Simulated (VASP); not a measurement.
Here is a VASP 6.6.1 calculation.

The input INCAR:

```
PREC = Accurate
ENCUT = 520
EDIFF = 1E-8
ISMEAR = -1
SIGMA = 0.05
LREAL = F
LASPH = T
NELM = 60
ALGO = Normal
ISIF = 2
LWAVE = F
LCHARG = F
GGA = PE
LEFG = T
NBANDS = 33
```

File KPOINTS:

```
Automatic mesh
0
Gamma
  7 7 10
```

File POSCAR:

```
TiO2
1.0
    4.6841013062      0.0000000000      0.0000000000
    0.0000000000      4.6841013062      0.0000000000
    0.0000000000      0.0000000000      3.0170343416
Ti O
2 4
Direct
    0.0000000000      0.0000000000      0.0000000000
    0.5000000000      0.5000000000      0.5000000000
    0.3060000000      0.3060000000      0.0000000000
    0.1940000000      0.8060000000      0.5000000000
    0.6940000000      0.6940000000      0.0000000000
    0.8060000000      0.1940000000      0.5000000000
```

Potentials or basis: VASP PAW PBE potentials, release 64 (Ti_sv, O).

Launch:

```console
$ cat potpaw_PBE.64/Ti_sv/POTCAR potpaw_PBE.64/O/POTCAR > POTCAR
$ mpirun -np 1 vasp_std > vasp.out
```

Q: Predict the band gap on the k mesh.

A: 1.76 eV.

Q: Predict the largest force.

A: 0.039 eV/Å.

Q: What does it give for the pressure?

A: -6.9 GPa.

Forces in eV/Å, atoms in the order of the input:
```
Ti   0.000  0.000  0.000
Ti   0.000  0.000  0.000
O    0.028  0.028  0.000
O   -0.028  0.028  0.000
O   -0.028 -0.028  0.000
O    0.028 -0.028  0.000
```

Caveat: the cell stands under tension; without QUAD_EFG the Cq values of the log hold for a quadrupole moment of 1 mb, not for the nuclei; an odd mesh through Γ misses points on the zone boundary, where band edges can lie.
